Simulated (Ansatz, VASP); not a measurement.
## One calculation of NbBiF, two programs

```xyz
3
Lattice="4.0425 0.0000 0.0000 0.0000 4.1021 0.0000 0.0000 0.0000 4.0973" Properties=species:S:1:pos:R:3 pbc="T T T"
Nb    2.0212    2.0510    0.0000
Bi    0.0000    0.0000    0.0000
F     2.0212    2.0510    2.0487
```

Change from the starting cell: species swapped into the ErCoC type (Pmmm, No. 47).

Alike in both runs: functional PBE; k mesh 4 × 4 × 4; occupations gaussian, width 0.1 eV; no spin polarisation.

Ansatz relaxed the structure, and its values are those at the end. VASP's run is a single point on that final structure, the one shown.

|  | VASP | Ansatz |
| --- | --- | --- |
| version | VASP 6.6.1 | Ansatz 0.2.0 |
| potentials or method | VASP PAW PBE potentials, release 64 (Nb_sv, Bi_d, F), cutoff 520 eV | scalar-relativistic, plane waves, PAW |
| valence electrons in the cell | 35 | 35 |

VASP gave:

```
gap on the k mesh at the Fermi level (eV) : none
pressure (GPa)                            : -0.2
```

Task: What did Ansatz give for the same quantities?

Result: gap on the k mesh at the Fermi level (eV): none; pressure (GPa): 0.0.

A gap of «none» marks a metal or a gap that the smearing closes. The functional is the same, so the differences come from potentials, cutoffs and numerics.

The k mesh is coarse, so the values compare programs but aren't converged. Spin-orbit coupling is off throughout.
